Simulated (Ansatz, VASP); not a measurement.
# Ru in VASP and in Ansatz

File INCAR:

```
  PREC = Accurate
  ENCUT = 520
  EDIFF = 1E-7
  ISMEAR = 0
  SIGMA = 0.15
  LREAL = False
  LASPH = True
  NELM = 80
  ALGO = Normal
  ISIF = 2
  LWAVE = False
  LCHARG = True
  GGA = PE
  LELF = True
  LVHAR = True
  NBANDS = 13
```

KPOINTS

```
regular mesh
0
Gamma
  20 20 20
```

Contents of POSCAR:

```
Ru
1.0
    0.0333389707      1.8264993227      1.8264993227
    1.8264993227      0.0333389707      1.8264993227
    1.8264993227      1.8264993227      0.0333389707
Ru
1
Direct
    0.0000000000      0.0000000000      0.0000000000
```

Input for Ansatz:

```yaml
crystal:
  lattice:
    - [0.0333389707, 1.8264993227, 1.8264993227]
    - [1.8264993227, 0.0333389707, 1.8264993227]
    - [1.8264993227, 1.8264993227, 0.0333389707]
  atoms:
    - { symbol: Ru, position: [0.0, 0.0, 0.0] }
basis:
  ecutwfc: 420
kpoints:
  mp_grid: { grid: [20, 20, 20] }
hamiltonian:
  xc: pbe
scf:
  occupations: { method: gaussian, width: 0.15 }
output:
  forces: true
  stress: true
  eigenvalues: true
```

Change from the starting cell: equal engineering shear yz, xz and xy +0.0175, equal normal strain along x, y and z -0.0500.

Alike in both runs: task single point; functional PBE; k mesh 20 × 20 × 20; occupations gaussian, width 0.15 eV; no spin polarisation.

```csv
,VASP,Ansatz
version,VASP 6.6.1,Ansatz 0.2.0
potentials or method,"VASP PAW PBE potentials, release 64 (Ru_pv), cutoff 520 eV","scalar-relativistic, plane waves, PAW"
valence electrons in the cell,14,16
```

```csv
,VASP,Ansatz,Ansatz less VASP
gap on the k mesh at the Fermi level (eV),none,none,-
pressure (GPa),69.2,69.0,-0.24
"traceless stress, the component that is largest in VASP (GPa)",-7.37,-7.35,+0.017
```

A gap of «none» marks a metal or a gap that the smearing closes. Both programs put the cell under a high pressure, so it lies far from rest at this level. VASP's potentials hold 14 valence electrons a cell and Ansatz's 16, so a difference there can come from the potentials and not from the codes.

Noted on VASP's run: the cell as given lies far from equilibrium.
